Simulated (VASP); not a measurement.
HgTe:

```xyz
2
Lattice="0.0000 3.0058 3.0058 3.0058 0.0000 3.0058 3.0058 3.0058 0.0000" Properties=species:S:1:pos:R:3 pbc="T T T"
Hg    0.0000    0.0000    0.0000
Te    1.5029    1.5029    1.5029
```

| Quantity | Value |
| --- | --- |
| Program | VASP 6.6.1 |
| Task | relaxation of cell and atoms |
| Functional | PBEsol |
| Potentials or basis | VASP PAW PBE potentials, release 64 (Hg, Te) |
| Cutoff | 600 eV |
| k mesh | 6 × 6 × 6 |
| Occupations | gaussian, width 0.1 eV |
| Spin | no spin polarisation |

At the start: pressure 19.1 GPa; volume 27.16 Å³/atom.

Task: Where does the relaxation end?

Result: Over 3 steps the energy falls by 347.5 meV/atom and the volume is 34.66 Å³/atom (+27.6 %); space group F-43m (No. 216, to 0.05 Å).

The path:
```tsv
step	energy change (eV)	largest force (eV/Å)	pressure (GPa)	volume (Å³)
1	0.0000	0.0000	19.09	54.31
2	-0.4224	0.0000	-4.85	83.93
3	-0.6950	0.0000	-0.04	69.31
```

Final structure:
```cif
data_structure
_symmetry_space_group_name_H-M 'P 1'
_symmetry_Int_Tables_number 1
_cell_length_a 4.6107
_cell_length_b 4.6107
_cell_length_c 4.6107
_cell_angle_alpha 60.000
_cell_angle_beta 60.000
_cell_angle_gamma 60.000
_cell_volume 69.31
loop_
_atom_site_label
_atom_site_type_symbol
_atom_site_fract_x
_atom_site_fract_y
_atom_site_fract_z
_atom_site_occupancy
Hg1 Hg 0.00000 0.00000 0.00000 1
Te1 Te 0.25000 0.25000 0.25000 1
```

Caveat: the volume moved by over 15 % at a fixed basis, so the end points are rough; the PAW data sets were made with another functional, which shifts forces and pressure a little.
